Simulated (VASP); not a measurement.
# SnTe (Fm-3m) in VASP: notebook

Runs on SnTe. Level: PBEsol. Tasks: single point.

All numbers are computed with VASP 6.6.1; they aren't measurements. Logs are shortened: lines on timing, memory, paths and dates and some standing lists are left out, and cuts for length are marked.

## Step 1: The cell of the first run

It takes space group Fm-3m (No. 225, cubic). The conventional cell has a = 5.977 Å, b = 5.977 Å, c = 5.977 Å, α = 90.00°, β = 90.00°, γ = 90.00°. Within 3.9 Å of Te (site symmetry m-3m) lie 6 Sn at 2.99 Å. Within 3.9 Å of Sn (site symmetry m-3m) lie 6 Te at 2.99 Å.

## Step 2: Single point, PBEsol

The input, INCAR:

```
SYSTEM = SnTe
PREC = Accurate
ENCUT = 520
EDIFF = 1E-7
ISMEAR = -1
SIGMA = 0.05
LREAL = .FALSE.
LASPH = .TRUE.
NELM = 80
ALGO = Normal
ISIF = 2
LWAVE = .FALSE.
LCHARG = .FALSE.
GGA = PS
NBANDS = 17
```

The input, KPOINTS:

```
Automatic mesh
0
G
  7 7 7
  0 0 0
```

The input, POSCAR:

```
SnTe
1.0
    0.0000000000      2.9885369295      2.9885369295
    2.9885369295      0.0000000000      2.9885369295
    2.9885369295      2.9885369295      0.0000000000
Te Sn
1 1
Direct
    0.5000000000      0.5000000000      0.5000000000
    0.0000000000      0.0000000000      0.0000000000
```

Potentials or basis: VASP PAW PBE potentials, release 64 (Te, Sn_d).

On the command line:

```console
$ cat potpaw_PBE.64/Te/POTCAR potpaw_PBE.64/Sn_d/POTCAR > POTCAR
$ mpirun -np 1 vasp_std > vasp.out
```

OUTCAR:

```text
SYSTEM = SnTe
   PREC = Accurate
   ENCUT = 520
   EDIFF = 1E-7
   ISMEAR = -1
   LREAL = .FALSE.
   LASPH = .TRUE.
   NELM = 80
   ISIF = 2
   GGA = PS

 ion  position               nearest neighbor table
   1  0.500  0.500  0.500-   2 2.99   2 2.99   2 2.99   2 2.99   2 2.99   2 2.99
   2  0.000  0.000  0.000-   1 2.99   1 2.99   1 2.99   1 2.99   1 2.99   1 2.99

  LATTYP: Found a face centered cubic cell.
 ALAT       =     5.9770738590

  Lattice vectors:

 A1 = (   0.0000000000,   2.9885369295,   2.9885369295)
 A2 = (   2.9885369295,   0.0000000000,   2.9885369295)
 A3 = (   2.9885369295,   2.9885369295,   0.0000000000)

Analysis of symmetry for initial positions (statically):
[... 33 lines left out ...]
                                     Primitive cell

  volume of cell :      53.3834

  direct lattice vectors                    reciprocal lattice vectors
     0.000000000  2.988536929  2.988536929    -0.167305947  0.167305947  0.167305947
     2.988536929  0.000000000  2.988536929     0.167305947 -0.167305947  0.167305947
     2.988536929  2.988536929  0.000000000     0.167305947  0.167305947 -0.167305947

  length of vectors
     4.226429457  4.226429457  4.226429457     0.289782400  0.289782400  0.289782400

  position of ions in fractional coordinates (direct lattice)
     0.500000000  0.500000000  0.500000000
     0.000000000  0.000000000  0.000000000

  ion indices of the primitive-cell ions
   primitive index   ion index
                 1           1
                 2           2

----------------------------------------------------------------------------------------

 KPOINTS: Automatic mesh

Automatic generation of k-mesh.
 Grid dimensions read from file:
 generate k-points for:    7    7    7

 Generating k-lattice:

  Cartesian coordinates                     Fractional coordinates (reciprocal lattice)
    -0.023900850  0.023900850  0.023900850     0.142857143  0.000000000  0.000000000
     0.023900850 -0.023900850  0.023900850     0.000000000  0.142857143  0.000000000
     0.023900850  0.023900850 -0.023900850     0.000000000  0.000000000  0.142857143

  Length of vectors
     0.041397486  0.041397486  0.041397486

  Shift w.r.t. Gamma in fractional coordinates (k-lattice)
     0.000000000  0.000000000  0.000000000

 Subroutine IBZKPT returns following result:
 ===========================================

 Found     20 irreducible k-points:

 Following reciprocal coordinates:
            Coordinates               Weight
  0.000000  0.000000  0.000000      1.000000
  0.142857  0.000000  0.000000      8.000000
  0.285714  0.000000  0.000000      8.000000
  0.428571  0.000000  0.000000      8.000000
  0.142857  0.142857  0.000000      6.000000
  0.285714  0.142857  0.000000     24.000000
[... 12 lines left out ...]
 -0.428571  0.428571  0.142857     24.000000
 -0.285714  0.428571  0.142857     24.000000
   k-points           NKPTS =     20   k-points in BZ     NKDIM =     20   number of bands    NBANDS=     17
   number of dos      NEDOS =    301   number of ions     NIONS =      2
   total plane-waves  NPLWV =  32768
   dimension x,y,z NGX =    32 NGY =   32 NGZ =   32
   dimension x,y,z NGXF=    64 NGYF=   64 NGZF=   64
   ions per type =               1   1
   NGX,Y,Z   is equivalent  to a cutoff of  12.59, 12.59, 12.59 a.u.
   NGXF,Y,Z  is equivalent  to a cutoff of  25.17, 25.17, 25.17 a.u.
 SYSTEM =  SnTe
   PREC   = accura    normal or accurate (medium, high low for compatibility)
   ISTART =      0    job   : 0-new  1-cont  2-samecut
   ICHARG =      2    charge: 1-file 2-atom 10-const
   ISPIN  =      1    spin polarized calculation?
   LNONCOLLINEAR =      F non collinear calculations
   LSORBIT =      F    spin-orbit coupling
   LASPH  =      T    aspherical Exc in radial PAW
   ENCUT  =  520.0 eV  38.22 Ry    6.18 a.u.   7.86  7.86  7.86*2*pi/ulx,y,z
   NELM   =     80;   NELMIN=  2; NELMDL= -5     # of ELM steps
   EDIFF  = 0.1E-06   stopping-criterion for ELM
   LREAL  =      F    real-space projection
   EDIFFG = 0.1E-05   stopping-criterion for IOM
   NSW    =      0    number of steps for IOM
   IBRION =     -1    ionic relax: 0-MD 1-quasi-New 2-CG
   NFREE  =      0    steps in history (QN), initial steepest desc. (CG)
   ISIF   =      2    stress and relaxation
   ISYM   =      2    0-nonsym 1-usesym 2-fastsym
   POTIM  = 0.5000    time-step for ionic-motion
   TEBEG  =    0.0;   TEEND  =   0.0 temperature during run
   PSTRESS=    0.0 pullay stress
   NELECT =      20.0000    total number of electrons
   NUPDOWN=      -1.0000    fix difference up-down
   EMIN   =  10.00;   EMAX   =-10.00  energy-range for DOS
   EFERMI =   0.00;   METHOD = LEGACY
   ISMEAR =    -1;   SIGMA  =   0.05  broadening in eV -4-tet -1-fermi 0-gaus
   EFERMI_NEDOS =   21; number of points for ismear=-14 and -15
   IALGO  =     38    algorithm
   IMIX   =      4    mixing-type and parameters
     AMIX     =   0.40;   BMIX     =  1.00
     AMIX_MAG =   1.60;   BMIX_MAG =  1.00
  volume/ion in A,a.u.               =      26.69       180.12
  Fermi-wavevector in a.u.,A,eV,Ry     =   1.180183  2.230223 18.950645  1.392833
  Thomas-Fermi vector in A             =   2.316481
   LORBIT       =      0    0 simple, 1 ext, 2 COOP (PROOUT), +10 PAW based schemes
   GGA     = PS    functional components
   LHFCALC =     F    Hartree Fock is set to
   AEXX    =    0.0000 exact exchange contribution
   IVDW    =     0    specifies the selected vdW correction
   LEPSILON=     F    determine dielectric tensor
   LRPA    =     F    only Hartree local field effects (RPA)
 non-spin polarized calculation
  energy-cutoff  :      520.00
  volume of cell :       53.38
 maximum number of plane-waves:      1459
   NGX = 15   NGY = 15   NGZ = 15

 number of electron      20.0000008 magnetization

 Free energy of the ion-electron system (eV)
  ---------------------------------------------------
  ext. energy  EPLUGINS =         0.00000000
  ---------------------------------------------------
  free energy    TOTEN  =        -8.10728195 eV

  energy without entropy =       -8.10672858  energy(sigma->0) =       -8.10700526

 E-fermi :   8.9198     XC(G=0): -10.3775

 val. band max:        8.7120512126   @ k =   0.4286   0.0000   0.0000
 cond. band min:       9.1488544786   @ k =   0.4286   0.0000   0.0000
 fundamental gap:      0.4368032660
 Fermi energy:         8.9197694159

 k-point     1 :       0.0000    0.0000    0.0000
  band No.  band energies     occupation
      1     -12.9784      2.00000
      2     -12.9784      2.00000
      3     -12.9594      2.00000
      4     -12.9594      2.00000
      5     -12.9594      2.00000
      6      -5.1772      2.00000
[... 9 lines left out ...]
     16      13.3651      0.00000
     17      15.1578      0.00000

 k-point     2 :       0.1429    0.0000    0.0000
  band No.  band energies     occupation
      1     -12.9803      2.00000
      2     -12.9803      2.00000
      3     -12.9589      2.00000
      4     -12.9571      2.00000
      5     -12.9571      2.00000
      6      -4.9619      2.00000
[... 9 lines left out ...]
     16      13.8469      0.00000
     17      16.8157      0.00000

 k-point     3 :       0.2857    0.0000    0.0000
  band No.  band energies     occupation
      1     -12.9855      2.00000
      2     -12.9855      2.00000
      3     -12.9580      2.00000
      4     -12.9513      2.00000
      5     -12.9513      2.00000
      6      -4.3559      2.00000
[... 9 lines left out ...]
     16      15.1317      0.00000
     17      19.9981      0.00000

 k-point     4 :       0.4286    0.0000    0.0000
  band No.  band energies     occupation
      1     -12.9899      2.00000
      2     -12.9899      2.00000
      3     -12.9574      2.00000
      4     -12.9463      2.00000
      5     -12.9463      2.00000
      6      -3.6035      2.00000
[... 9 lines left out ...]
     16      17.0720      0.00000
     17      19.2306      0.00000

 k-point     5 :       0.1429    0.1429    0.0000
  band No.  band energies     occupation
      1     -12.9852      2.00000
      2     -12.9766      2.00000
      3     -12.9610      2.00000
      4     -12.9554      2.00000
      5     -12.9554      2.00000
      6      -4.8896      2.00000
[... 9 lines left out ...]
     16      14.6828      0.00000
     17      16.1778      0.00000

 k-point     6 :       0.2857    0.1429    0.0000
  band No.  band energies     occupation
      1     -12.9920      2.00000
      2     -12.9780      2.00000
      3     -12.9607      2.00000
      4     -12.9514      2.00000
      5     -12.9501      2.00000
      6      -4.4113      2.00000
[... 9 lines left out ...]
     16      15.9509      0.00000
     17      17.9117      0.00000
[... 201 lines left out ...]
 k-point    17 :       0.4286    0.2857    0.1429
  band No.  band energies     occupation
      1     -12.9985      2.00000
      2     -12.9792      2.00000
      3     -12.9600      2.00000
      4     -12.9472      2.00000
      5     -12.9465      2.00000
      6      -3.8561      2.00000
[... 9 lines left out ...]
     16      17.6750      0.00000
     17      18.4863      0.00000

 k-point    18 :      -0.4286    0.2857    0.1429
  band No.  band energies     occupation
      1     -13.0010      2.00000
      2     -12.9831      2.00000
      3     -12.9556      2.00000
      4     -12.9490      2.00000
      5     -12.9423      2.00000
      6      -3.2164      2.00000
[... 9 lines left out ...]
     16      17.8754      0.00000
     17      19.4331      0.00000

 k-point    19 :      -0.4286    0.4286    0.1429
  band No.  band energies     occupation
      1     -13.0121      2.00000
      2     -12.9754      2.00000
      3     -12.9621      2.00000
      4     -12.9438      2.00000
      5     -12.9384      2.00000
      6      -3.0232      2.00000
[... 9 lines left out ...]
     16      19.1163      0.00000
     17      19.8074      0.00000

 k-point    20 :      -0.2857    0.4286    0.1429
  band No.  band energies     occupation
      1     -13.0073      2.00000
      2     -12.9802      2.00000
      3     -12.9557      2.00000
      4     -12.9496      2.00000
      5     -12.9385      2.00000
      6      -2.8802      2.00000
[... 9 lines left out ...]
     16      18.9320      0.00000
     17      19.9653      0.00000

------------------------ aborting loop because EDIFF is reached ----------------------------------------

  FORCE on cell =-STRESS in cart. coord.  units (eV):
  Direction    XX          YY          ZZ          XY          YZ          ZX
  --------------------------------------------------------------------------------------
  -------------------------------------------------------------------------------------
  Total        3.3462854      3.3462854      3.3462854      0.0000000     -0.0000000      0.0000000
  in kB      100.4309762    100.4309762    100.4309762      0.0000000     -0.0000000      0.0000000
  external PRESSURE =     100.4309762 kB  Pullay stress =       0.0000000 kB

 VOLUME and BASIS-vectors are now :
 -----------------------------------------------------------------------------
  energy-cutoff  :      520.00
  volume of cell :       53.38
      direct lattice vectors                 reciprocal lattice vectors
     0.000000000  2.988536929  2.988536929    -0.167305947  0.167305947  0.167305947
     2.988536929  0.000000000  2.988536929     0.167305947 -0.167305947  0.167305947
     2.988536929  2.988536929  0.000000000     0.167305947  0.167305947 -0.167305947

 POSITION                                       TOTAL-FORCE (eV/Angst)
 -----------------------------------------------------------------------------------
      2.98854      2.98854      2.98854        -0.000000      0.000000      0.000000
      0.00000      0.00000      0.00000         0.000000     -0.000000     -0.000000
 -----------------------------------------------------------------------------------
    total drift:                                0.000000     -0.000000     -0.000000

  FREE ENERGIE OF THE ION-ELECTRON SYSTEM (eV)
  ---------------------------------------------------
  free  energy   TOTEN  =        -8.1072819500 eV

  energy  without entropy=       -8.1067285791  energy(sigma->0) =       -8.10700526
```

Run time: 8.2 s. Hardware: 1 thread of Intel Xeon 6975P-C (Granite Rapids), shared host; peak memory 0.17 GiB.

Results:

```yaml
Free_energy: -8.1073 eV
Pressure: 10.0 GPa
```

Caveat: this odd mesh misses L, where the gap lies, so gap, dielectric constants and Born charges aren't listed; the PAW data sets were made with another functional, which shifts forces and pressure a little; spin-orbit coupling is left out, which moves the levels of the heavy elements.

## Step 3: Single point, PBEsol

This run uses another cell than the first one, of 28.43 Å³/atom, 1.065 times its volume.

The input, INCAR:

```
SYSTEM = SnTe
PREC = Accurate ; ENCUT = 520
EDIFF = 1E-6 ; ISMEAR = -1
SIGMA = 0.05 ; LREAL = .FALSE.
LASPH = .TRUE. ; NELM = 100
ALGO = Normal ; ISIF = 2
LWAVE = .FALSE. ; LCHARG = .TRUE.
GGA = PS ; LELF = .TRUE.
LVHAR = .TRUE. ; NBANDS = 17
```

The input, KPOINTS:

```
regular mesh
0
G
  7 7 7
  0 0 0
```

The input, POSCAR:

```
SnTe
1.0
    0.0000000000      3.0521861653      3.0521861653
    3.0521861653      0.0000000000      3.0521861653
    3.0521861653      3.0521861653      0.0000000000
Te Sn
1 1
Direct
    0.5000000000      0.5000000000      0.5000000000
    0.0000000000      0.0000000000      0.0000000000
```

Potentials or basis: VASP PAW PBE potentials, release 64 (Te, Sn_d).

On the command line:

```console
$ cat potpaw_PBE.64/Te/POTCAR potpaw_PBE.64/Sn_d/POTCAR > POTCAR
$ mpirun -np 1 vasp_std > vasp.out
```

Wall time 8.2 s (1 thread of Intel Xeon 6975P-C (Granite Rapids), shared host); peak memory 0.18 GiB.

Results (log left out):

```
Free energy : -8.2689 eV
Pressure    : 5.0 GPa
```

Levels at points of the mesh, in eV from the Fermi level:
```
           k point  band 7  band 8  band 9  band 10  band 11  band 12  band 13  band 14
(0.00, 0.00, 0.00)   -4.32   -2.42   -2.42    -2.42     3.51     3.51     3.51     4.52
```

Caveat: this odd mesh misses L, where the gap lies, so gap, dielectric constants and Born charges aren't listed; the PAW data sets were made with another functional, which shifts forces and pressure a little; spin-orbit coupling is left out, which moves the levels of the heavy elements.
